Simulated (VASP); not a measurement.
A run of VASP 6.6.1:

The input POSCAR:

```
AlNi3
1.0
    0.0000000000      2.8018887551      2.8018887551
    2.8018887551      0.0000000000      2.8018887551
    2.8018887551      2.8018887551      0.0000000000
Al Ni
1 3
Direct
    0.5000000000      0.5000000000      0.5000000000
    0.2500000000      0.2500000000      0.2500000000
    0.0000000000      0.0000000000      0.0000000000
    0.7500000000      0.7500000000      0.7500000000
```

INCAR.step1

```
PREC = Accurate
ENCUT = 660
ISMEAR = 0
SIGMA = 0.1
LREAL = False
LASPH = True
NELM = 200
ISPIN = 2
MAGMOM = 0 2 2 2
LMAXMIX = 4
NBANDS = 28
GGA = PE
ALGO = Normal
EDIFF = 1E-5
LWAVE = True
LCHARG = False
GGA_COMPAT = False
```

File INCAR.step2:

```
PREC = Accurate
ENCUT = 660
EDIFF = 1E-6
ISMEAR = 0
SIGMA = 0.1
LREAL = False
LASPH = True
NELM = 200
ALGO = Normal
ISIF = 2
LWAVE = False
LCHARG = False
ISPIN = 2
MAGMOM = 0 2 2 2
LORBIT = 11
LMAXMIX = 4
METAGGA = R2SCAN
LMIXTAU = True
NBANDS = 28
ISTART = 1
GGA_COMPAT = False
```

File KPOINTS:

```
Automatic mesh
0
Gamma
  6 6 6
```

Potentials or basis: VASP PAW PBE potentials, release 64 (Al, Ni).

The run is started by

```console
$ cat potpaw_PBE.64/Al/POTCAR potpaw_PBE.64/Ni/POTCAR > POTCAR
$ cp INCAR.step1 INCAR
$ mpirun -np 1 vasp_std > vasp.out
$ cp INCAR.step2 INCAR
$ mpirun -np 1 vasp_std > vasp.out
```

Hardware: 1 thread of Intel Xeon 8259CL, with other jobs on the host.

Question: Estimate the wall time of this run.

Answer: It took 7 min on 1 thread of Intel Xeon 8259CL, on a shared host, peak memory 0.28 GiB. Counts: k points 16.
